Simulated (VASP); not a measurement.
Wanted: the native input for a VASP 6.6.1 run.

```yaml
Task: single point
Functional: PBE
Potentials_or_basis: VASP PAW PBE potentials, release 64 (Cu)
Cutoff: 520 eV
k_mesh: 22 × 22 × 22
Occupations: gaussian, width 0.15 eV
Spin: no spin polarisation
Dipole_correction: no
Further_INCAR_settings: ALGO = Fast; EDIFF = 1e-06; NBANDS = 12
```

The structure of Cu lies in POSCAR:

```
Cu
1.0
    0.0000000000      1.6041562500      1.8075000000
    2.0108437500      0.0000000000      1.8075000000
    2.0108437500      1.6041562500      0.0000000000
Cu
1
Direct
    0.0000000000      0.0000000000      0.0000000000
```

This cell differs from its parent crystal: strain +0.1125 x Voigt [1, -1, 0, 0, 0, 0].

These files were run (other wordings do the same):

INCAR

```
PREC = Accurate
ENCUT = 520
EDIFF = 1E-6
ISMEAR = 0
SIGMA = 0.15
LREAL = F
LASPH = T
NELM = 80
ALGO = Fast
ISIF = 2
LWAVE = F
LCHARG = F
GGA = PE
NBANDS = 12
```

KPOINTS

```
Automatic mesh
0
Gamma
  22 22 22
```

Potentials or basis: VASP PAW PBE potentials, release 64 (Cu).

Command:

```bash
$ cat potpaw_PBE.64/Cu/POTCAR > POTCAR
$ mpirun -np 1 vasp_std > vasp.out
```

Results of the run:

```
Pressure : 5.9 GPa
```

Caveat: the cell differs from its parent crystal (strain +0.1125 x Voigt [1, -1, 0, 0, 0, 0]).

Wall time 5.8 min on 1 thread of AMD EPYC 7R13, with other jobs on the host, peak memory 0.28 GiB.
